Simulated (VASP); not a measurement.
Write the native input for VASP 6.6.1 that does the following.

```
Task                   : single point
Functional             : PBE
Potentials or basis    : VASP PAW PBE potentials, release 64 (Ba_sv)
Cutoff                 : 520 eV
k mesh                 : 14 × 14 × 14
Occupations            : gaussian, width 0.15 eV
Spin                   : no spin polarisation
Dipole correction      : no
Further INCAR settings : ALGO = Fast; EDIFF = 1e-06; NBANDS = 11
```

The structure of Ba lies in POSCAR:

```
Ba
1.0
   -2.5125000000      2.5125000000      2.5000000000
    2.5125000000     -2.5125000000      2.5000000000
    2.4875000000      2.4875000000     -2.5000000000
Ba
1
Direct
    0.0000000000      0.0000000000      0.0000000000
```

This cell differs from its parent crystal: strain -0.0100 x Voigt [0, 0, 0, 0, 0, 1].

The input as run:

INCAR

```
  PREC = Accurate
  ENCUT = 520
  EDIFF = 1E-6
  ISMEAR = 0
  SIGMA = 0.15
  LREAL = False
  LASPH = True
  NELM = 80
  ALGO = Fast
  ISIF = 2
  LWAVE = False
  LCHARG = False
  GGA = PE
  NBANDS = 11
```

KPOINTS

```
Automatic mesh
0
Gamma
  14 14 14
```

Potentials or basis: VASP PAW PBE potentials, release 64 (Ba_sv).

Command:

```sh
$ cat potpaw_PBE.64/Ba_sv/POTCAR > POTCAR
$ mpirun -np 1 vasp_std > vasp.out
```

It gave:

```json
{
 "Pressure": "0.2 GPa",
 "Band gap on the k mesh": "zero (bands 5 and 6 overlap by 0.98 eV)"
}
```

Caveat: the cell differs from its parent crystal (strain -0.0100 x Voigt [0, 0, 0, 0, 0, 1]); spin-orbit coupling is left out, which moves the levels of the heavy elements.

Run time: 3.1 min on 1 thread of Oxide Virtual Turin-like Processor, with other jobs on the host, peak memory 0.37 GiB.
